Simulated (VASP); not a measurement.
# VH (Fm-3m) in VASP: a series of runs, part 2 of 2

VASP 6.6.1. The steps go on from the part before.

### Step 3. Single point, LDA, collinear spin, ferromagnetic start

The input, INCAR:

```
SYSTEM = VH
ALGO     = Normal         ! electronic algorithm
EDIFF    = 1E-6           ! SCF threshold, eV
ENCUT    = 500            ! plane-wave cutoff, eV
GGA      = CA             ! functional
GGA_COMPAT= .FALSE.      
ISIF     = 2              ! what is computed and relaxed
ISMEAR   = 0              ! smearing method
ISPIN    = 2              ! spin polarisation
LASPH    = .TRUE.         ! aspherical terms in the spheres
LCHARG   = .FALSE.        ! write CHGCAR
LMAXMIX  = 4              ! l up to which the mixer works
LORBIT   = 11             ! projections on sites
LREAL    = .FALSE.        ! projectors in reciprocal space
LWAVE    = .FALSE.        ! write WAVECAR
MAGMOM   = 0.3 0.02       ! initial moments
NBANDS   = 18             ! bands
NELM     = 200            ! most SCF steps
NUPDOWN  = 0.4            ! fixed moment
PREC     = Accurate       ! precision mode
SIGMA    = 0.1            ! smearing width, eV
```

The input, KPOINTS:

```
k-points
0
G
  14 14 14
  0 0 0
```

The input, POSCAR:

```
VH
1.0
    0.0000000000      1.9637535000      1.9637535000
    1.9637535000      0.0000000000      1.9637535000
    1.9637535000      1.9637535000      0.0000000000
V H
1 1
Direct
    0.0000000000      0.0000000000      0.0000000000
    0.5000000000      0.5000000000      0.5000000000
```

Potentials or basis: VASP PAW LDA potentials, release 64 (V_sv, H).

Launch:

```
$ cat potpaw_LDA.64/V_sv/POTCAR potpaw_LDA.64/H/POTCAR > POTCAR
$ mpirun -np 1 vasp_std > vasp.out
```

OUTCAR:

```text
SYSTEM = VH
   EDIFF = 1E-6
   ENCUT = 500
   GGA = CA
   ISIF = 2
   ISMEAR = 0
   ISPIN = 2
   LASPH = .TRUE.
   LORBIT = 11
   LREAL = .FALSE.
   NELM = 200
   NUPDOWN = 0.4
   PREC = Accurate

 ion  position               nearest neighbor table
   1  0.000  0.000  0.000-
   2  0.500  0.500  0.500-

  LATTYP: Found a face centered cubic cell.
 ALAT       =     3.9275070000

  Lattice vectors:

 A1 = (   0.0000000000,   1.9637535000,   1.9637535000)
 A2 = (   1.9637535000,   0.0000000000,   1.9637535000)
 A3 = (   1.9637535000,   1.9637535000,   0.0000000000)

Analysis of symmetry for initial positions (statically):
=====================================================================
 Subroutine PRICEL returns:
 Original cell was already a primitive cell.

 Routine SETGRP: Setting up the symmetry group for a
 face centered cubic supercell.

 Subroutine GETGRP returns: Found 48 space group operations
 (whereof 48 operations were pure point group operations)
[... 700 lines left out ...]
      4     -27.3814      1.00000
      5      -0.6625      1.00000
      6       9.7724      0.00115
[... 493 lines left out ...]
     17      35.5063      0.00000
     18      38.5648      0.00000

 [... further k-points ...]

------------------------ aborting loop because EDIFF is reached ----------------------------------------

  FORCE on cell =-STRESS in cart. coord.  units (eV):
  Direction    XX          YY          ZZ          XY          YZ          ZX
  --------------------------------------------------------------------------------------
  -------------------------------------------------------------------------------------
  Total       -0.8244463     -0.8244463     -0.8244463     -0.0000000     -0.0000000      0.0000000
  in kB      -87.2131692    -87.2131692    -87.2131692     -0.0000000     -0.0000000      0.0000000
  external PRESSURE =     -87.2131692 kB  Pullay stress =       0.0000000 kB

 VOLUME and BASIS-vectors are now :
 -----------------------------------------------------------------------------
  energy-cutoff  :      500.00
  volume of cell :       15.15
      direct lattice vectors                 reciprocal lattice vectors
     0.000000000  1.963753500  1.963753500    -0.254614441  0.254614441  0.254614441
     1.963753500  0.000000000  1.963753500     0.254614441 -0.254614441  0.254614441
     1.963753500  1.963753500  0.000000000     0.254614441  0.254614441 -0.254614441

 POSITION                                       TOTAL-FORCE (eV/Angst)
 -----------------------------------------------------------------------------------
      0.00000      0.00000      0.00000         0.000000      0.000000     -0.000000
      1.96375      1.96375      1.96375        -0.000000     -0.000000      0.000000
 -----------------------------------------------------------------------------------
    total drift:                               -0.000000     -0.000000     -0.000000

  FREE ENERGIE OF THE ION-ELECTRON SYSTEM (eV)
  ---------------------------------------------------
  free  energy   TOTEN  =       -13.8856918056 eV

  energy  without entropy=      -13.8769638814  energy(sigma->0) =      -13.88132784

 total charge

# of ion       s       p       d       tot
------------------------------------------
    1        2.273   6.236   3.171  11.681
    2        0.530   0.031   0.000   0.561
--------------------------------------------------
tot          2.804   6.267   3.171  12.242

 magnetization (x)

# of ion       s       p       d       tot
------------------------------------------
    1        0.002   0.007   0.347   0.356
    2       -0.003   0.003   0.000  -0.000
--------------------------------------------------
tot         -0.001   0.010   0.347   0.356
```

OSZICAR:

```text
N       E                     dE             d eps       ncg     rms          rms(c)
DAV:   1     0.101507729498E+03    0.10151E+03   -0.64245E+03  7544   0.817E+02
DAV:   2    -0.135851929946E+02   -0.11509E+03   -0.10941E+03  7710   0.264E+02
DAV:   3    -0.158544623596E+02   -0.22693E+01   -0.22534E+01  8252   0.401E+01
DAV:   4    -0.158626020137E+02   -0.81397E-02   -0.81390E-02  8228   0.254E+00
DAV:   5    -0.158626531633E+02   -0.51150E-04   -0.51150E-04  8098   0.191E-01    0.218E+01
DAV:   6    -0.139419439434E+02    0.19207E+01   -0.17293E+00  7674   0.246E+01    0.285E+00
DAV:   7    -0.139013354995E+02    0.40608E-01   -0.10083E-01  7878   0.344E+00    0.209E+00
DAV:   8    -0.138853990844E+02    0.15936E-01   -0.77711E-03  8144   0.995E-01    0.642E-01
DAV:   9    -0.138856712907E+02   -0.27221E-03   -0.11831E-03  8000   0.326E-01    0.243E-01
DAV:  10    -0.138856900670E+02   -0.18776E-04   -0.33190E-05  8018   0.686E-02    0.953E-02
DAV:  11    -0.138856919629E+02   -0.18958E-05   -0.12864E-05  7970   0.316E-02    0.156E-02
DAV:  12    -0.138856918056E+02    0.15728E-06   -0.15889E-06  7786   0.151E-02
   1 F= -.13885692E+02 E0= -.13881328E+02  d E =-.872792E-02  mag=     0.4000
```

stdout:

```text
POSCAR found type information on POSCAR V H
 POSCAR found :  2 types and       2 ions
 scaLAPACK will be used
 LDA part: xc-table for (Slater(with rela. corr.)+CA(PZ))
 , standard interpolation
 POSCAR, INCAR and KPOINTS ok, starting setup
 FFT: planning ... GRIDC
 FFT: planning ... GRID_SOFT
 FFT: planning ... GRID
 WAVECAR not read
 entering main loop
```

Wall time 25 s (1 thread of AMD EPYC 9R14 (Zen 4), shared host); peak memory 0.12 GiB.

Results:

```
Free energy                                           : -13.8857 eV
Pressure                                              : -8.7 GPa
Net moment                                            : 0.40 μB per cell
Site moments                                          : V +0.36; H -0.00 μB
Valence electrons inside the program's atomic spheres : V 11.68; H 0.56
```

Caveat: the cell stands under tension; the total moment is fixed, so each spin has its own Fermi level and the state may be an excited one.

### Step 4. Single point, LDA, collinear spin, ferromagnetic start

The input, INCAR:

```
PREC     = Accurate       # precision mode
ENCUT    = 500            # plane-wave cutoff, eV
EDIFF    = 1E-6           # SCF threshold, eV
ISMEAR   = 0              # smearing method
SIGMA    = 0.1            # smearing width, eV
LREAL    = False          # projectors in reciprocal space
LASPH    = True           # aspherical terms in the spheres
NELM     = 200            # most SCF steps
ALGO     = Normal         # electronic algorithm
ISIF     = 2              # what is computed and relaxed
LWAVE    = False          # write WAVECAR
LCHARG   = True           # write CHGCAR
ISPIN    = 2              # spin polarisation
MAGMOM   = 0.51 0.03      # initial moments
LORBIT   = 11             # projections on sites
NUPDOWN  = 0.7            # fixed moment
LMAXMIX  = 4              # l up to which the mixer works
LELF     = True           # ELF
LVHAR    = True         
NBANDS   = 18             # bands
GGA_COMPAT= False
```

The input, KPOINTS:

```
Automatic mesh
0
Gamma
  14 14 14
```

POSCAR is that of step 3.

Potentials or basis: VASP PAW LDA potentials, release 64 (V_sv, H).

Launch:

```
$ cat potpaw_LDA.64/V_sv/POTCAR potpaw_LDA.64/H/POTCAR > POTCAR
$ mpirun -np 1 vasp_std > vasp.out
```

OUTCAR:

```text
PREC = Accurate
   ENCUT = 500
   EDIFF = 1E-6
   ISMEAR = 0
   LREAL = False
   LASPH = True
   NELM = 200
   ISIF = 2
   ISPIN = 2
   LORBIT = 11
   NUPDOWN = 0.7

 ion  position               nearest neighbor table
   1  0.000  0.000  0.000-
   2  0.500  0.500  0.500-

  LATTYP: Found a face centered cubic cell.
 ALAT       =     3.9275070000

  Lattice vectors:

 A1 = (   0.0000000000,   1.9637535000,   1.9637535000)
 A2 = (   1.9637535000,   0.0000000000,   1.9637535000)
[... 1221 lines left out ...]
  external PRESSURE =     -76.5538333 kB  Pullay stress =       0.0000000 kB

 VOLUME and BASIS-vectors are now :
 -----------------------------------------------------------------------------
  energy-cutoff  :      500.00
  volume of cell :       15.15
      direct lattice vectors                 reciprocal lattice vectors
     0.000000000  1.963753500  1.963753500    -0.254614441  0.254614441  0.254614441
     1.963753500  0.000000000  1.963753500     0.254614441 -0.254614441  0.254614441
     1.963753500  1.963753500  0.000000000     0.254614441  0.254614441 -0.254614441

 POSITION                                       TOTAL-FORCE (eV/Angst)
 -----------------------------------------------------------------------------------
      0.00000      0.00000      0.00000         0.000000      0.000000      0.000000
      1.96375      1.96375      1.96375         0.000000      0.000000     -0.000000
 -----------------------------------------------------------------------------------
    total drift:                               -0.000000     -0.000000     -0.000000

  FREE ENERGIE OF THE ION-ELECTRON SYSTEM (eV)
  ---------------------------------------------------
  free  energy   TOTEN  =       -13.8348805302 eV

  energy  without entropy=      -13.8268486757  energy(sigma->0) =      -13.83086460

 total charge

# of ion       s       p       d       tot
------------------------------------------
    1        2.271   6.236   3.177  11.685
    2        0.531   0.031   0.000   0.562
--------------------------------------------------
tot          2.802   6.267   3.177  12.246

 magnetization (x)

# of ion       s       p       d       tot
------------------------------------------
    1        0.006   0.019   0.587   0.612
    2       -0.006   0.005   0.000  -0.000
--------------------------------------------------
tot          0.000   0.024   0.587   0.612
```

Wall time 27 s (1 thread of AMD EPYC 9R14 (Zen 4), shared host); peak memory 0.12 GiB.

What came out:

| Item | Value |
| --- | --- |
| Free energy | -13.8349 eV |
| Pressure | -7.7 GPa |
| Net moment | 0.70 μB per cell |
| Site moments | V +0.61; H -0.00 μB |
| Valence electrons inside the program's atomic spheres | V 11.69; H 0.56 |

Caveat: the cell stands under tension; the total moment is fixed, so each spin has its own Fermi level and the state may be an excited one.

### Step 5. Single point, LDA, collinear spin, ferromagnetic start

The input, INCAR:

```
PREC = Accurate ; ENCUT = 500
EDIFF = 1E-6 ; ISMEAR = 0
SIGMA = 0.1 ; LREAL = F
LASPH = T ; NELM = 200
ALGO = Normal ; ISIF = 2
LWAVE = F ; LCHARG = T
ISPIN = 2 ; MAGMOM = 0.78 0.06
LORBIT = 11 ; NUPDOWN = 1.1
LMAXMIX = 4 ; LELF = T
LVHAR = T ; NBANDS = 18
GGA_COMPAT = F
```

KPOINTS is that of step 4.

POSCAR is that of step 4.

Launch:

```
$ cat potpaw_LDA.64/V_sv/POTCAR potpaw_LDA.64/H/POTCAR > POTCAR
$ mpirun -np 1 vasp_std > vasp.out
```

Run time: 30 s. Hardware: 1 thread of AMD EPYC 9R14 (Zen 4), shared host; peak memory 0.12 GiB.

It converged, with:

* Free energy: -13.7254 eV
* Pressure: -5.0 GPa
* Net moment: 1.10 μB per cell
* Site moments: V +0.95; H +0.00 μB
* Valence electrons inside the program's atomic spheres: V 11.69; H 0.56

Caveat: the cell stands under tension; the total moment is fixed, so each spin has its own Fermi level and the state may be an excited one.

### Step 6. Single point, LDA, collinear spin, ferromagnetic start

The input, INCAR:

```
SYSTEM = VH
ALGO = Normal
EDIFF = 1E-6
ENCUT = 500
GGA_COMPAT = .FALSE.
ISIF = 2
ISMEAR = 0
ISPIN = 2
LASPH = .TRUE.
LCHARG = .FALSE.
LMAXMIX = 4
LORBIT = 11
LREAL = .FALSE.
LWAVE = .FALSE.
MAGMOM = 0.99 0.07
NBANDS = 18
NELM = 200
NUPDOWN = 1.4
PREC = Accurate
SIGMA = 0.1
```

The input, KPOINTS:

```
k-points
0
G
  14 14 14
  0 0 0
```

POSCAR is that of step 5.

Potentials or basis: VASP PAW LDA potentials, release 64 (V_sv, H).

Launch:

```
$ cat potpaw_LDA.64/V_sv/POTCAR potpaw_LDA.64/H/POTCAR > POTCAR
$ mpirun -np 1 vasp_std > vasp.out
```

Wall time 28 s (1 thread of AMD EPYC 9R14 (Zen 4), shared host); peak memory 0.12 GiB.

Results (log left out):

* Free energy: -13.6132 eV
* Pressure: -2.5 GPa
* Net moment: 1.40 μB per cell
* Site moments: V +1.21; H +0.00 μB
* Valence electrons inside the program's atomic spheres: V 11.70; H 0.56

Caveat: the total moment is fixed, so each spin has its own Fermi level and the state may be an excited one.

### Step 7. Single point, LDA, collinear spin, ferromagnetic start

The input, INCAR:

```
ALGO = Normal
EDIFF = 1E-6
ENCUT = 500
GGA = CA
GGA_COMPAT = F
ISIF = 2
ISMEAR = 0
ISPIN = 2
LASPH = T
LCHARG = T
LELF = T
LMAXMIX = 4
LORBIT = 11
LREAL = F
LVHAR = T
LWAVE = F
MAGMOM = 1.26 0.09
NBANDS = 18
NELM = 200
NUPDOWN = 1.8
PREC = Accurate
SIGMA = 0.1
```

The input, KPOINTS:

```
k-points
0
Gamma
  14 14 14
```

POSCAR is that of step 6.

Launch:

```
$ cat potpaw_LDA.64/V_sv/POTCAR potpaw_LDA.64/H/POTCAR > POTCAR
$ mpirun -np 1 vasp_std > vasp.out
```

Wall time 28 s (1 thread of AMD EPYC 9R14 (Zen 4), shared host); peak memory 0.12 GiB.

The run converged. Its results:

```
Free energy                                           : -13.4209 eV
Pressure                                              : 1.9 GPa
Net moment                                            : 1.80 μB per cell
Site moments                                          : V +1.54; H +0.00 μB
Valence electrons inside the program's atomic spheres : V 11.72; H 0.56
```

Caveat: the total moment is fixed, so each spin has its own Fermi level and the state may be an excited one.

### Step 8. The runs side by side

| spin | fixed moment (μB) | pressure (GPa) | moment (μB) |
| --- | --- | --- | --- |
| collinear, zero start | 0.0 | -9.3 | 0.00 |
| collinear, ferromagnetic start | 0.4 | -8.7 | 0.40 |
| collinear, ferromagnetic start | 0.7 | -7.7 | 0.70 |
| collinear, ferromagnetic start | 1.1 | -5.0 | 1.10 |
| collinear, ferromagnetic start | 1.4 | -2.5 | 1.40 |
| collinear, ferromagnetic start | 1.8 | 1.9 | 1.80 |

Alike in all rows: task single point; level LDA; potentials or basis VASP PAW LDA potentials, release 64 (V_sv, H); cell as given; k mesh 14 × 14 × 14; cutoff (eV) 500; smearing gaussian 0.1 eV.

Caveats: the total moment is fixed, so each spin has its own Fermi level and the state may be an excited one (at least some runs); the cell stands under tension (at least some runs); the total moment is fixed, so each spin has its own Fermi level (at least some runs).

Absolute energies hang on the potentials; compare differences alone.
